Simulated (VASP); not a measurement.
# HfB2 (P6/mmm) in VASP: relaxation of the atoms with PBE

Aim: the relaxation of the atoms of HfB2 with PBE.

Everything below comes from runs of VASP 6.6.1. Logs are shortened: lines on timing, memory, paths and dates and some standing lists are left out, and cuts for length are marked.

## (1) The cell of the first run

Symmetry: P6/mmm, No. 191, hexagonal system. The conventional cell has a = 3.140 Å, b = 3.140 Å, c = 3.480 Å, α = 90.00°, β = 90.00°, γ = 120.00°. Within 3.3 Å of Hf (site symmetry 6/mmm) lie 12 B at 2.51 Å and 6 Hf at 3.14 Å. B (site symmetry -6m2) has 3 B at 1.81 Å within 2.4 Å.

## (2) Relaxation of the atoms, PBE

Contents of INCAR:

```
SYSTEM = HfB2
  PREC = Accurate
  ENCUT = 520
  EDIFF = 1E-7
  ISMEAR = -1
  SIGMA = 0.05
  LREAL = .FALSE.
  LASPH = .TRUE.
  NELM = 100
  ALGO = Normal
  ISIF = 2
  LWAVE = .FALSE.
  LCHARG = .FALSE.
  GGA = PE
  IBRION = 2
  NSW = 80
  EDIFFG = -0.02
```

Contents of KPOINTS:

```
Automatic mesh
0
G
  10 10 8
  0 0 0
```

Contents of POSCAR:

```
HfB2
1.0
    3.1400000000      0.0000000000      0.0000000000
   -1.5700000000      2.7193197679      0.0000000000
    0.0000000000      0.0000000000      3.4800000000
Hf B
1 2
Direct
    0.0000000000      0.0000000000      0.0000000000
    0.3333333333      0.6666666667      0.5000000000
    0.6666666667      0.3333333333      0.5000000000
```

Potentials or basis: VASP PAW PBE potentials, release 64 (Hf_pv, B).

On the command line:

```console
> cat potpaw_PBE.64/Hf_pv/POTCAR potpaw_PBE.64/B/POTCAR > POTCAR
> mpirun -np 1 vasp_std > vasp.out
```

OUTCAR:

```text
SYSTEM = HfB2
   PREC = Accurate
   ENCUT = 520
   EDIFF = 1E-7
   ISMEAR = -1
   LREAL = .FALSE.
   LASPH = .TRUE.
   NELM = 100
   ISIF = 2
   GGA = PE
   IBRION = 2
   NSW = 80
   EDIFFG = -0.02

 ion  position               nearest neighbor table
   1  0.000  0.000  0.000-   2 2.51   3 2.51   2 2.51   3 2.51   3 2.51   3 2.51   2 2.51   2 2.51
                             3 2.51   3 2.51   2 2.51   2 2.51
   2  0.333  0.667  0.500-   3 1.81   3 1.81   3 1.81   1 2.51   1 2.51   1 2.51   1 2.51   1 2.51
                             1 2.51
   3  0.667  0.333  0.500-   2 1.81   2 1.81   2 1.81   1 2.51   1 2.51   1 2.51   1 2.51   1 2.51
                             1 2.51

  LATTYP: Found a hexagonal cell.
 ALAT       =     3.1400000000
 C/A-ratio  =     1.1082802548

  Lattice vectors:

 A1 = (   3.1400000000,   0.0000000000,   0.0000000000)
 A2 = (  -1.5700000000,   2.7193197679,   0.0000000000)
 A3 = (   0.0000000000,   0.0000000000,   3.4800000000)

Analysis of symmetry for initial positions (statically):
=====================================================================
 Subroutine PRICEL returns:
 Original cell was already a primitive cell.

 Routine SETGRP: Setting up the symmetry group for a
 hexagonal supercell.

 Subroutine GETGRP returns: Found 24 space group operations
 (whereof 24 operations were pure point group operations)
 out of a pool of 24 trial point group operations.

The static configuration has the point symmetry D_6h.

Analysis of symmetry for dynamics (positions and initial velocities):
=====================================================================
 Subroutine PRICEL returns:
 Original cell was already a primitive cell.

 Routine SETGRP: Setting up the symmetry group for a
 hexagonal supercell.

 Subroutine GETGRP returns: Found 24 space group operations
 (whereof 24 operations were pure point group operations)
 out of a pool of 24 trial point group operations.

The dynamic configuration has the point symmetry D_6h.

 Subroutine INISYM returns: Found 24 space group operations
 (whereof 24 operations are pure point group operations),
 and found     1 'primitive' translations

----------------------------------------------------------------------------------------

                                     Primitive cell

  volume of cell :      29.7146

  direct lattice vectors                    reciprocal lattice vectors
     3.140000000  0.000000000  0.000000000     0.318471338  0.183869512  0.000000000
    -1.570000000  2.719319768  0.000000000     0.000000000  0.367739025  0.000000000
     0.000000000  0.000000000  3.480000000     0.000000000  0.000000000  0.287356322

  length of vectors
     3.140000000  3.140000000  3.480000000     0.367739025  0.367739025  0.287356322

  position of ions in fractional coordinates (direct lattice)
     0.000000000  0.000000000  0.000000000
     0.333333333  0.666666667  0.500000000
     0.666666667  0.333333333  0.500000000

  ion indices of the primitive-cell ions
   primitive index   ion index
                 1           1
                 2           2
                 3           3

----------------------------------------------------------------------------------------

 KPOINTS: Automatic mesh

Automatic generation of k-mesh.
 Grid dimensions read from file:
 generate k-points for:   10   10    8

 Generating k-lattice:

  Cartesian coordinates                     Fractional coordinates (reciprocal lattice)
     0.031847134  0.018386951  0.000000000     0.100000000  0.000000000  0.000000000
     0.000000000  0.036773902  0.000000000     0.000000000  0.100000000  0.000000000
     0.000000000  0.000000000  0.035919540     0.000000000  0.000000000  0.125000000

  Length of vectors
     0.036773902  0.036773902  0.035919540

  Shift w.r.t. Gamma in fractional coordinates (k-lattice)
     0.000000000  0.000000000  0.000000000

 Subroutine IBZKPT returns following result:
 ===========================================

 Found     70 irreducible k-points:

 Following reciprocal coordinates:
            Coordinates               Weight
  0.000000  0.000000  0.000000      1.000000
  0.100000  0.000000  0.000000      6.000000
  0.200000  0.000000  0.000000      6.000000
  0.300000  0.000000  0.000000      6.000000
  0.400000  0.000000  0.000000      6.000000
  0.500000  0.000000  0.000000      3.000000
[... 16 lines left out ...]
  0.300000  0.100000  0.125000     24.000000
  0.400000  0.100000  0.125000     24.000000
 [... further k-points ...]
   k-points           NKPTS =     70   k-points in BZ     NKDIM =     70   number of bands    NBANDS=     12
   number of dos      NEDOS =    301   number of ions     NIONS =      3
   total plane-waves  NPLWV =  16128
   dimension x,y,z NGX =    24 NGY =   24 NGZ =   28
   dimension x,y,z NGXF=    48 NGYF=   48 NGZF=   56
   ions per type =               1   2
   NGX,Y,Z   is equivalent  to a cutoff of  12.71, 12.71, 13.38 a.u.
   NGXF,Y,Z  is equivalent  to a cutoff of  25.41, 25.41, 26.75 a.u.
 SYSTEM =  HfB2
   PREC   = accura    normal or accurate (medium, high low for compatibility)
   ISTART =      0    job   : 0-new  1-cont  2-samecut
   ICHARG =      2    charge: 1-file 2-atom 10-const
   ISPIN  =      1    spin polarized calculation?
   LNONCOLLINEAR =      F non collinear calculations
   LSORBIT =      F    spin-orbit coupling
   LASPH  =      T    aspherical Exc in radial PAW
   ENCUT  =  520.0 eV  38.22 Ry    6.18 a.u.   5.84  5.84  6.47*2*pi/ulx,y,z
   NELM   =    100;   NELMIN=  2; NELMDL= -5     # of ELM steps
   EDIFF  = 0.1E-06   stopping-criterion for ELM
   LREAL  =      F    real-space projection
   EDIFFG = -.2E-01   stopping-criterion for IOM
   NSW    =     80    number of steps for IOM
   IBRION =      2    ionic relax: 0-MD 1-quasi-New 2-CG
   NFREE  =      1    steps in history (QN), initial steepest desc. (CG)
   ISIF   =      2    stress and relaxation
   ISYM   =      2    0-nonsym 1-usesym 2-fastsym
   POTIM  = 0.5000    time-step for ionic-motion
   TEBEG  =    0.0;   TEEND  =   0.0 temperature during run
   PSTRESS=    0.0 pullay stress
   NELECT =      16.0000    total number of electrons
   NUPDOWN=      -1.0000    fix difference up-down
   EMIN   =  10.00;   EMAX   =-10.00  energy-range for DOS
   EFERMI =   0.00;   METHOD = LEGACY
   ISMEAR =    -1;   SIGMA  =   0.05  broadening in eV -4-tet -1-fermi 0-gaus
   EFERMI_NEDOS =   21; number of points for ismear=-14 and -15
   IALGO  =     38    algorithm
   IMIX   =      4    mixing-type and parameters
     AMIX     =   0.40;   BMIX     =  1.00
     AMIX_MAG =   1.60;   BMIX_MAG =  1.00
  volume/ion in A,a.u.               =       9.90        66.84
  Fermi-wavevector in a.u.,A,eV,Ry     =   1.331860  2.516850 24.134693  1.773850
  Thomas-Fermi vector in A             =   2.460838
   LORBIT       =      0    0 simple, 1 ext, 2 COOP (PROOUT), +10 PAW based schemes
   GGA     = PE    functional components
   LHFCALC =     F    Hartree Fock is set to
   AEXX    =    0.0000 exact exchange contribution
   IVDW    =     0    specifies the selected vdW correction
   LEPSILON=     F    determine dielectric tensor
   LRPA    =     F    only Hartree local field effects (RPA)
 conjugate gradient relaxation of ions
 non-spin polarized calculation
  energy-cutoff  :      520.00
  volume of cell :       29.71
 maximum number of plane-waves:       816
 NGX is ok and might be reduce to    24
   NGX = 11   NGY = 11   NGZ = 13

 number of electron      15.9999998 magnetization

 Free energy of the ion-electron system (eV)
  ---------------------------------------------------
  ext. energy  EPLUGINS =         0.00000000
  ---------------------------------------------------
  free energy    TOTEN  =       -26.39941689 eV

  energy without entropy =      -26.39682668  energy(sigma->0) =      -26.39812179

 E-fermi :   7.5665     XC(G=0): -12.5969

 val. band max:        7.5038619306   @ k =   0.2000   0.2000   0.1250
 cond. band min:       7.8044267515   @ k =   0.1000   0.1000   0.2500
 fundamental gap:      0.3005648209
 Fermi energy:         7.5664838547

 k-point     1 :       0.0000    0.0000    0.0000
  band No.  band energies     occupation
      1     -22.9619      2.00000
      2     -22.4720      2.00000
      3     -22.4720      2.00000
      4      -6.0815      2.00000
      5       4.6657      2.00000
      6       4.7734      2.00000
      7       4.7734      2.00000
      8       4.8889      2.00000
      9      11.6964      0.00000
     10      11.6964      0.00000
     11      12.3289      0.00000
     12      12.3291      0.00000

 k-point     2 :       0.1000    0.0000    0.0000
  band No.  band energies     occupation
      1     -22.9494      2.00000
      2     -22.5493      2.00000
      3     -22.4891      2.00000
      4      -5.8661      2.00000
      5       4.1764      2.00000
      6       4.7069      2.00000
      7       4.7589      2.00000
      8       4.8790      2.00000
      9      10.9675      0.00000
     10      11.5468      0.00000
     11      11.5473      0.00000
     12      11.9448      0.00000

 k-point     3 :       0.2000    0.0000    0.0000
  band No.  band energies     occupation
      1     -22.9164      2.00000
      2     -22.7466      2.00000
      3     -22.5336      2.00000
      4      -5.2526      2.00000
      5       2.8480      2.00000
      6       4.3026      2.00000
      7       4.6711      2.00000
      8       5.3114      2.00000
      9       9.8488      0.00000
     10      11.1878      0.00000
     11      11.3911      0.00000
     12      11.8550      0.00000
[... 286 lines left out ...]
 k-point    23 :       0.3000    0.1000    0.1250
  band No.  band energies     occupation
      1     -23.0707      2.00000
      2     -22.8880      2.00000
      3     -22.6481      2.00000
      4      -3.4906      2.00000
      5       0.5405      2.00000
      6       3.2011      2.00000
      7       3.9017      2.00000
      8       5.8914      2.00000
      9       8.7387      0.00000
     10      11.0008      0.00000
     11      11.9569      0.00000
     12      13.2426      0.00000

 k-point    24 :       0.4000    0.1000    0.1250
  band No.  band energies     occupation
      1     -23.1865      2.00000
      2     -22.8638      2.00000
      3     -22.6866      2.00000
      4      -2.2878      2.00000
      5      -0.9208      2.00000
      6       3.0242      2.00000
      7       3.9063      2.00000
      8       5.4502      2.00000
      9       8.8208      0.00000
     10      11.8019      0.00000
     11      11.8787      0.00000
     12      13.9459      0.00000

 [... further k-points ...]
[... 5 lines left out ...]
  --------------------------------------------------------------------------------------
  -------------------------------------------------------------------------------------
  Total        0.1392207      0.1392207      0.2810484      0.0000000      0.0000000      0.0000000
  in kB        7.5066323      7.5066323     15.1538349      0.0000000      0.0000000      0.0000000
  external PRESSURE =      10.0556998 kB  Pullay stress =       0.0000000 kB

 VOLUME and BASIS-vectors are now :
 -----------------------------------------------------------------------------
  energy-cutoff  :      520.00
  volume of cell :       29.71
      direct lattice vectors                 reciprocal lattice vectors
     3.140000000  0.000000000  0.000000000     0.318471338  0.183869512  0.000000000
    -1.570000000  2.719319768  0.000000000     0.000000000  0.367739025  0.000000000
     0.000000000  0.000000000  3.480000000     0.000000000  0.000000000  0.287356322

 POSITION                                       TOTAL-FORCE (eV/Angst)
 -----------------------------------------------------------------------------------
      0.00000      0.00000      0.00000        -0.000000      0.000000      0.000000
     -0.00000      1.81288      1.74000        -0.000000     -0.000000      0.000000
      1.57000      0.90644      1.74000         0.000000      0.000000     -0.000000
 -----------------------------------------------------------------------------------
    total drift:                               -0.000000      0.000000      0.000000

  FREE ENERGIE OF THE ION-ELECTRON SYSTEM (eV)
  ---------------------------------------------------
  free  energy   TOTEN  =       -26.3994168879 eV

  energy  without entropy=      -26.3968266849  energy(sigma->0) =      -26.39812179

 reached required accuracy - stopping structural energy minimisation
```

It took 19 s on 1 thread of AMD EPYC 7R13 (Zen 3), shared host; peak memory 0.13 GiB.

Results:

```
Free energy             : -26.3994 eV
Pressure after relaxing : 1.0 GPa
Band gap on the k mesh  : zero (bands 8 and 9 overlap by 0.83 eV)
```

Stress tensor (GPa, compression positive):
```
0.75 0.00 0.00
0.00 0.75 0.00
0.00 0.00 1.52
```

Final structure:
```cif
data_structure
_symmetry_space_group_name_H-M 'P 1'
_symmetry_Int_Tables_number 1
_cell_length_a 3.1400
_cell_length_b 3.1400
_cell_length_c 3.4800
_cell_angle_alpha 90.000
_cell_angle_beta 90.000
_cell_angle_gamma 120.000
_cell_volume 29.71
loop_
_atom_site_label
_atom_site_type_symbol
_atom_site_fract_x
_atom_site_fract_y
_atom_site_fract_z
_atom_site_occupancy
Hf1 Hf 0.00000 0.00000 0.00000 1
B1 B 0.33333 0.66667 0.50000 1
B2 B 0.66667 0.33333 0.50000 1
```

Caveat: the relaxation stopped at its first step, so nothing moved; spin-orbit coupling is left out, which moves the levels of the heavy elements.
